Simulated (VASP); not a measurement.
FeSi: single point with r2SCAN

The system is FeSi.

```
Fe Si
1.0
     4.31317    0.00000    0.00000
     0.00000    4.31317    0.00000
     0.00000    0.00000    4.31317
Fe Si
4 4
Direct
  0.13666 0.13666 0.13666
  0.36334 0.86334 0.63666
  0.63666 0.36334 0.86334
  0.86334 0.63666 0.36334
  0.84113 0.84113 0.84113
  0.65887 0.15887 0.34113
  0.34113 0.65887 0.15887
  0.15887 0.34113 0.65887
```

| Property | Result |
| --- | --- |
| Program | VASP 6.6.1 |
| Task | single point |
| Functional | r2SCAN |
| Potentials or basis | VASP PAW PBE potentials, release 64 (Fe, Si) |
| Cutoff | 520 eV |
| k mesh | 6 × 6 × 6 |
| Occupations | gaussian, width 0.01 eV |
| Spin | no spin polarisation |

```
Pressure               : 18.8 GPa
Largest force          : 0.328 eV/Å
Band gap on the k mesh : 0.34 eV (least direct gap 0.37 eV)
```

Forces in eV/Å, atoms in the order of the input:
```
Fe   0.190  0.190  0.190
Fe  -0.190 -0.190  0.190
Fe   0.190 -0.190 -0.190
Fe  -0.190  0.190 -0.190
Si   0.079  0.079  0.079
Si  -0.079 -0.079  0.079
Si   0.079 -0.079 -0.079
Si  -0.079  0.079 -0.079
```

Levels at points of the mesh, in eV from the valence-band top:
| k point | band 20 | band 21 | band 22 | band 23 | band 24 | band 25 | band 26 | band 27 | band 28 | band 29 |
| --- | --- | --- | --- | --- | --- | --- | --- | --- | --- | --- |
| (0.00, 0.00, 0.00) | -0.42 | -0.42 | -0.42 | -0.14 | -0.14 | 0.91 | 0.91 | 0.91 | 3.73 | 3.73 |
| (0.50, 0.00, 0.00) | -1.53 | -0.54 | -0.54 | -0.06 | -0.06 | 0.38 | 0.38 | 2.10 | 2.10 | 2.83 |
| (0.50, 0.50, 0.00) | -1.49 | -1.21 | -1.21 | -0.50 | -0.50 | 0.87 | 0.87 | 1.68 | 1.68 | 3.37 |
| (0.50, 0.50, 0.50) | -0.89 | -0.89 | -0.89 | -0.89 | -0.89 | 0.78 | 0.78 | 0.78 | 0.78 | 6.77 |

Wall time 94 s on 1 thread of Intel(R) Xeon(R) 6975P-C (Granite Rapids), on a shared host, peak memory 0.22 GiB.

Caveat: the cell stands under pressure; the PAW data sets were made with another functional, which shifts forces and pressure a little. Spin polarisation is off, so any magnetic state and its effect on volume and gap are missing.
